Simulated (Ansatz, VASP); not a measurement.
Two plane-wave programs on Sb2AsSe2

```
Sb As Se
1.0
     0.00000    4.06594    0.00000
     5.52019   -2.03297    0.00000
    -0.04843    2.03297  -11.60179
Sb As Se
4 2 4
Direct
  0.95480 0.73410 0.82450
  0.04520 0.26590 0.17550
  0.81190 0.22590 0.60210
  0.18810 0.77410 0.39790
  0.39420 0.77280 0.98440
  0.60580 0.22720 0.01560
  0.21140 0.18520 0.76240
  0.78860 0.81480 0.23760
  0.59370 0.77900 0.59160
  0.40630 0.22100 0.40840
```

Alike in both runs: task single point; functional LDA; k mesh 5 × 5 × 5; no spin polarisation.

|  | VASP | Ansatz |
| --- | --- | --- |
| version | VASP 6.6.1 | Ansatz 0.2.0 |
| potentials or method | VASP PAW LDA potentials, release 64 (Sb, As, Se), cutoff 520 eV | PAW plane waves |
| occupations | fermi-dirac, width 0.1 eV | fermi-dirac |
| valence electrons in the cell | 54 | 154 |

Ansatz gave:

```
pressure (GPa)                                                : -1.0
traceless stress, the component that is largest in VASP (GPa) : 2.27
rms of the force components (eV/Å)                            : 0.484
```

Q: What did VASP give for the same quantities?

A: Pressure (GPa): -0.7; traceless stress, the component that is largest in VASP (GPa): 2.46; rms of the force components (eV/Å): 0.515.

LDA's correlation is that of Perdew and Zunger in VASP and of Perdew and Wang (1992) in Ansatz. Atom by atom the forces differ by 0.047 eV/Å (rms over components). VASP's potentials hold 54 valence electrons a cell and Ansatz's 154, so a difference there can come from the potentials and not from the codes.

Neither program's run includes spin-orbit coupling.
